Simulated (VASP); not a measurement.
# RbNb3 (I4/mmm) in VASP: single point with PBE

Aim: the single point of RbNb3 with PBE.

All numbers are computed with VASP 6.6.1; they aren't measurements. Logs are shortened: lines on timing, memory, paths and dates and some standing lists are left out, and cuts for length are marked.

### 1 The cell of the first run

Symmetry: I4/mmm, No. 139, tetragonal system. Conventional cell: a = 4.303 Å, b = 4.303 Å, c = 9.613 Å, α = 90.00°, β = 90.00°, γ = 90.00°. Within 4.0 Å of Rb (site symmetry 4/mmm) lie 12 Nb at 3.04 to 3.23 Å. Nb (site symmetry 4/mmm) has 4 Rb at 3.04 Å and 8 Nb at 3.23 Å within 4.0 Å. Within 4.0 Å of Nb (site symmetry -4m2) lie 8 Nb at 3.04 to 3.23 Å and 4 Rb at 3.23 Å.

### 2 Single point, PBE

INCAR

```
SYSTEM = RbNb3
PREC = Accurate ; ENCUT = 520
EDIFF = 1E-6 ; ISMEAR = 0
SIGMA = 0.1 ; LREAL = .FALSE.
LASPH = .TRUE. ; NELM = 80
ALGO = Fast ; ISIF = 2
LWAVE = .FALSE. ; LCHARG = .FALSE.
GGA = PE ; NBANDS = 32
```

KPOINTS

```
Automatic mesh
0
G
  6 6 6
  0 0 0
```

POSCAR

```
RbNb3
1.0
   -2.1516537431      2.1516537431      4.8062914781
    2.1516537431     -2.1516537431      4.8062914781
    2.1516537431      2.1516537431     -4.8062914781
Rb Nb
1 3
Direct
    0.0000000000      0.0000000000      0.0000000000
    0.5000000000      0.5000000000      0.0000000000
    0.2500000000      0.7500000000      0.5000000000
    0.7500000000      0.2500000000      0.5000000000
```

Potentials or basis: VASP PAW PBE potentials, release 64 (Rb_sv, Nb_sv).

Launch:

```sh
$ cat potpaw_PBE.64/Rb_sv/POTCAR potpaw_PBE.64/Nb_sv/POTCAR > POTCAR
$ mpirun -np 1 vasp_std > vasp.out
```

OUTCAR:

```text
SYSTEM = RbNb3
   PREC = Accurate
   ENCUT = 520
   EDIFF = 1E-6
   ISMEAR = 0
   LREAL = .FALSE.
   LASPH = .TRUE.
   NELM = 80
   ISIF = 2
   GGA = PE

 ion  position               nearest neighbor table
   1  0.000  0.000  0.000-   2 3.04   2 3.04   2 3.04   2 3.04   4 3.23   3 3.23   4 3.23   3 3.23
                             4 3.23   4 3.23   3 3.23   3 3.23
   2  0.500  0.500  0.000-   1 3.04   1 3.04   1 3.04   1 3.04
   3  0.250  0.750  0.500-   4 3.04   4 3.04   4 3.04   4 3.04   1 3.23   1 3.23   1 3.23   1 3.23

   4  0.750  0.250  0.500-   3 3.04   3 3.04   3 3.04   3 3.04   1 3.23   1 3.23   1 3.23   1 3.23

  LATTYP: Found a body centered tetragonal cell.
 ALAT       =     4.3033074862
 C/A-ratio  =     2.2337662338

  Lattice vectors:

 A1 = (  -2.1516537431,   2.1516537431,   4.8062914781)
 A2 = (   2.1516537431,  -2.1516537431,   4.8062914781)
 A3 = (   2.1516537431,   2.1516537431,  -4.8062914781)

Analysis of symmetry for initial positions (statically):
=====================================================================
 Subroutine PRICEL returns:
 Original cell was already a primitive cell.

 Routine SETGRP: Setting up the symmetry group for a
 body centered tetragonal supercell.

 Subroutine GETGRP returns: Found 16 space group operations
 (whereof 16 operations were pure point group operations)
 out of a pool of 16 trial point group operations.

The static configuration has the point symmetry D_4h.

Analysis of symmetry for dynamics (positions and initial velocities):
=====================================================================
 Subroutine PRICEL returns:
 Original cell was already a primitive cell.

 Routine SETGRP: Setting up the symmetry group for a
 body centered tetragonal supercell.

 Subroutine GETGRP returns: Found 16 space group operations
 (whereof 16 operations were pure point group operations)
 out of a pool of 16 trial point group operations.

The dynamic configuration has the point symmetry D_4h.

 Subroutine INISYM returns: Found 16 space group operations
 (whereof 16 operations are pure point group operations),
 and found     1 'primitive' translations

----------------------------------------------------------------------------------------

                                     Primitive cell

  volume of cell :      89.0051

  direct lattice vectors                    reciprocal lattice vectors
    -2.151653743  2.151653743  4.806291478     0.000000000  0.232379397  0.104030312
     2.151653743 -2.151653743  4.806291478     0.232379397  0.000000000  0.104030312
     2.151653743  2.151653743 -4.806291478     0.232379397  0.232379397  0.000000000

  length of vectors
     5.688555654  5.688555654  5.688555654     0.254602612  0.254602612  0.328634095

  position of ions in fractional coordinates (direct lattice)
     0.000000000  0.000000000  0.000000000
     0.500000000  0.500000000  0.000000000
     0.250000000  0.750000000  0.500000000
     0.750000000  0.250000000  0.500000000

  ion indices of the primitive-cell ions
   primitive index   ion index
                 1           1
                 2           2
                 3           3
                 4           4

----------------------------------------------------------------------------------------

 KPOINTS: Automatic mesh

Automatic generation of k-mesh.
 Grid dimensions read from file:
 generate k-points for:    6    6    6

 Generating k-lattice:

  Cartesian coordinates                     Fractional coordinates (reciprocal lattice)
     0.000000000  0.038729900  0.017338385     0.166666667 -0.000000000  0.000000000
     0.038729900  0.000000000  0.017338385    -0.000000000  0.166666667  0.000000000
     0.038729900  0.038729900  0.000000000     0.000000000  0.000000000  0.166666667

  Length of vectors
     0.042433769  0.042433769  0.054772349

  Shift w.r.t. Gamma in fractional coordinates (k-lattice)
     0.000000000  0.000000000  0.000000000

 Subroutine IBZKPT returns following result:
 ===========================================

 Found     30 irreducible k-points:

 Following reciprocal coordinates:
            Coordinates               Weight
  0.000000  0.000000  0.000000      1.000000
  0.166667  0.000000 -0.000000      8.000000
  0.333333  0.000000 -0.000000      8.000000
  0.500000  0.000000 -0.000000      4.000000
  0.166667  0.166667 -0.000000      8.000000
  0.333333  0.166667 -0.000000     16.000000
[... 16 lines left out ...]
 -0.333333 -0.333333  0.166667      8.000000
 -0.166667 -0.333333  0.166667      8.000000
 [... further k-points ...]
   k-points           NKPTS =     30   k-points in BZ     NKDIM =     30   number of bands    NBANDS=     32
   number of dos      NEDOS =    301   number of ions     NIONS =      4
   total plane-waves  NPLWV =  74088
   dimension x,y,z NGX =    42 NGY =   42 NGZ =   42
   dimension x,y,z NGXF=    84 NGYF=   84 NGZF=   84
   ions per type =               1   3
   NGX,Y,Z   is equivalent  to a cutoff of  12.27, 12.27, 12.27 a.u.
   NGXF,Y,Z  is equivalent  to a cutoff of  24.55, 24.55, 24.55 a.u.
 SYSTEM =  RbNb3
   PREC   = accura    normal or accurate (medium, high low for compatibility)
   ISTART =      0    job   : 0-new  1-cont  2-samecut
   ICHARG =      2    charge: 1-file 2-atom 10-const
   ISPIN  =      1    spin polarized calculation?
   LNONCOLLINEAR =      F non collinear calculations
   LSORBIT =      F    spin-orbit coupling
   LASPH  =      T    aspherical Exc in radial PAW
   ENCUT  =  520.0 eV  38.22 Ry    6.18 a.u.  10.58 10.58 10.58*2*pi/ulx,y,z
   NELM   =     80;   NELMIN=  2; NELMDL= -5     # of ELM steps
   EDIFF  = 0.1E-05   stopping-criterion for ELM
   LREAL  =      F    real-space projection
   EDIFFG = 0.1E-04   stopping-criterion for IOM
   NSW    =      0    number of steps for IOM
   IBRION =     -1    ionic relax: 0-MD 1-quasi-New 2-CG
   NFREE  =      0    steps in history (QN), initial steepest desc. (CG)
   ISIF   =      2    stress and relaxation
   ISYM   =      2    0-nonsym 1-usesym 2-fastsym
   POTIM  = 0.5000    time-step for ionic-motion
   TEBEG  =    0.0;   TEEND  =   0.0 temperature during run
   PSTRESS=    0.0 pullay stress
   NELECT =      48.0000    total number of electrons
   NUPDOWN=      -1.0000    fix difference up-down
   EMIN   =  10.00;   EMAX   =-10.00  energy-range for DOS
   EFERMI =   0.00;   METHOD = LEGACY
   ISMEAR =     0;   SIGMA  =   0.10  broadening in eV -4-tet -1-fermi 0-gaus
   EFERMI_NEDOS =   21; number of points for ismear=-14 and -15
   IALGO  =     68    algorithm
   IMIX   =      4    mixing-type and parameters
     AMIX     =   0.40;   BMIX     =  1.00
     AMIX_MAG =   1.60;   BMIX_MAG =  1.00
  volume/ion in A,a.u.               =      22.25       150.16
  Fermi-wavevector in a.u.,A,eV,Ry     =   1.332550  2.518155 24.159734  1.775690
  Thomas-Fermi vector in A             =   2.461477
   LORBIT       =      0    0 simple, 1 ext, 2 COOP (PROOUT), +10 PAW based schemes
   GGA     = PE    functional components
   LHFCALC =     F    Hartree Fock is set to
   AEXX    =    0.0000 exact exchange contribution
   IVDW    =     0    specifies the selected vdW correction
   LEPSILON=     F    determine dielectric tensor
   LRPA    =     F    only Hartree local field effects (RPA)
 non-spin polarized calculation
 RMM-DIIS sequential band-by-band and
 Gauss-broadening in eV      SIGMA  =   0.10
  energy-cutoff  :      520.00
  volume of cell :       89.01
 maximum number of plane-waves:      2428
   NGX = 21   NGY = 21   NGZ = 21

 number of electron      47.9999998 magnetization

 Free energy of the ion-electron system (eV)
  ---------------------------------------------------
  ext. energy  EPLUGINS =         0.00000000
  ---------------------------------------------------
  free energy    TOTEN  =       -24.77958971 eV

  energy without entropy =      -24.75244550  energy(sigma->0) =      -24.76601761

 E-fermi :   7.8268     XC(G=0): -11.1594

 val. band max:        7.8211252997   @ k =   0.1667   0.1667  -0.0000
 cond. band min:       7.8310799176   @ k =  -0.3333   0.3333   0.0000
 fundamental gap:      0.0099546179
 Fermi energy:         7.8268416247

 k-point     1 :       0.0000    0.0000    0.0000
  band No.  band energies     occupation
      1     -47.3269      2.00000
      2     -47.1381      2.00000
      3     -47.0452      2.00000
      4     -23.4474      2.00000
      5     -23.4474      2.00000
      6     -23.4239      2.00000
[... 24 lines left out ...]
     31      11.0289      0.00000
     32      11.2061      0.00000

 k-point     2 :       0.1667    0.0000   -0.0000
  band No.  band energies     occupation
      1     -47.3255      2.00000
      2     -47.1328      2.00000
      3     -47.0518      2.00000
      4     -23.4669      2.00000
      5     -23.4526      2.00000
      6     -23.4175      2.00000
[... 24 lines left out ...]
     31      10.5463      0.00000
     32      10.7443      0.00000

 k-point     3 :       0.3333    0.0000   -0.0000
  band No.  band energies     occupation
      1     -47.3227      2.00000
      2     -47.1172      2.00000
      3     -47.0698      2.00000
      4     -23.5015      2.00000
      5     -23.4573      2.00000
      6     -23.3756      2.00000
[... 24 lines left out ...]
     31       9.6750      0.00000
     32      10.3675      0.00000

 k-point     4 :       0.5000    0.0000   -0.0000
  band No.  band energies     occupation
      1     -47.3214      2.00000
      2     -47.0947      2.00000
      3     -47.0934      2.00000
      4     -23.5180      2.00000
      5     -23.4583      2.00000
      6     -23.3323      2.00000
[... 24 lines left out ...]
     31       9.4797      0.00000
     32      10.5123      0.00000

 k-point     5 :       0.1667    0.1667   -0.0000
  band No.  band energies     occupation
      1     -47.3237      2.00000
      2     -47.1286      2.00000
      3     -47.0575      2.00000
      4     -23.4809      2.00000
      5     -23.4704      2.00000
      6     -23.4205      2.00000
[... 584 lines left out ...]
     31      10.2989      0.00000
     32      10.4845      0.00000

 k-point    22 :      -0.1667    0.5000    0.1667
  band No.  band energies     occupation
      1     -47.3213      2.00000
      2     -47.1188      2.00000
      3     -47.0697      2.00000
      4     -23.5136      2.00000
      5     -23.4700      2.00000
      6     -23.3255      2.00000
[... 24 lines left out ...]
     31       9.8509      0.00000
     32      10.6433      0.00000

 k-point    23 :      -0.3333   -0.3333    0.1667
  band No.  band energies     occupation
      1     -47.3215      2.00000
      2     -47.1309      2.00000
      3     -47.0575      2.00000
      4     -23.5160      2.00000
      5     -23.4754      2.00000
      6     -23.3684      2.00000
[... 24 lines left out ...]
     31      10.3861      0.00000
     32      10.6003      0.00000

 k-point    24 :      -0.1667   -0.3333    0.1667
  band No.  band energies     occupation
      1     -47.3232      2.00000
      2     -47.1351      2.00000
      3     -47.0518      2.00000
      4     -23.4909      2.00000
      5     -23.4775      2.00000
      6     -23.3727      2.00000
[... 24 lines left out ...]
     31      10.3323      0.00000
     32      10.7322      0.00000

 [... further k-points ...]
[... 5 lines left out ...]
  --------------------------------------------------------------------------------------
  -------------------------------------------------------------------------------------
  Total       -1.6075793     -1.6075793     -2.6201827      0.0000000     -0.0000000      0.0000000
  in kB      -28.9379743    -28.9379743    -47.1658092      0.0000000     -0.0000000      0.0000000
  external PRESSURE =     -35.0139193 kB  Pullay stress =       0.0000000 kB

 VOLUME and BASIS-vectors are now :
 -----------------------------------------------------------------------------
  energy-cutoff  :      520.00
  volume of cell :       89.01
      direct lattice vectors                 reciprocal lattice vectors
    -2.151653743  2.151653743  4.806291478     0.000000000  0.232379397  0.104030312
     2.151653743 -2.151653743  4.806291478     0.232379397  0.000000000  0.104030312
     2.151653743  2.151653743 -4.806291478     0.232379397  0.232379397  0.000000000

 POSITION                                       TOTAL-FORCE (eV/Angst)
 -----------------------------------------------------------------------------------
      0.00000      0.00000      0.00000         0.000000      0.000000      0.000000
      0.00000      0.00000      4.80629         0.000000      0.000000      0.000000
      2.15165      0.00000      2.40315         0.000000     -0.000000     -0.000000
      0.00000      2.15165      2.40315        -0.000000     -0.000000      0.000000
 -----------------------------------------------------------------------------------
    total drift:                               -0.000000      0.000000      0.000000

  FREE ENERGIE OF THE ION-ELECTRON SYSTEM (eV)
  ---------------------------------------------------
  free  energy   TOTEN  =       -24.7795897132 eV

  energy  without entropy=      -24.7524455046  energy(sigma->0) =      -24.76601761
```

Run time: 3.7 min. Hardware: 1 thread of Intel Xeon Platinum 8488C (Sapphire Rapids), shared host; peak memory 0.29 GiB.

What came out:

- Free energy: -24.7796 eV
- Pressure: -3.5 GPa
- Band gap on the k mesh: zero (band 24 reaches 8.07 eV, above the bottom of band 25 at 7.41 eV)
